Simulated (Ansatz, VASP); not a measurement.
**AlIn2As3: VASP beside Ansatz**

```xyz
6
Lattice="-2.1286 6.3870 3.0156 2.1286 -6.3870 3.0156 2.1286 6.3870 -3.0156" Properties=species:S:1:pos:R:3 pbc="T T T"
Al    0.0000    0.0000    6.0273
In    0.0000    4.2934   -0.0006
In    0.0000    8.4807   -0.0006
As    0.0000    2.0301    4.6069
As    2.1286    4.3570    1.5913
As    2.1286    0.0000    1.3458
```

Alike in both runs: functional PBE; k mesh 10 × 10 × 10; occupations gaussian, width 0.01 eV; no spin polarisation.

Ansatz relaxed the structure, and its values are those at the end. VASP's run is a single point on that final structure, the one shown.

|  | VASP | Ansatz |
| --- | --- | --- |
| version | VASP 6.6.1 | Ansatz 0.2.0 |
| potentials or method | VASP PAW PBE potentials, release 64 (Al, In_d, As), cutoff 500 eV | scalar-relativistic, plane waves, PAW |
| valence electrons in the cell | 44 | 74 |

```csv
,VASP,Ansatz,Ansatz less VASP
gap on the k mesh at the Fermi level (eV),0.13,0.13,-0.002
least direct gap on the mesh (eV),0.13,0.13,-0.002
pressure (GPa),0.1,0.0,-0.07
```

VASP's potentials hold 44 valence electrons a cell and Ansatz's 74, so a difference there can come from the potentials and not from the codes.
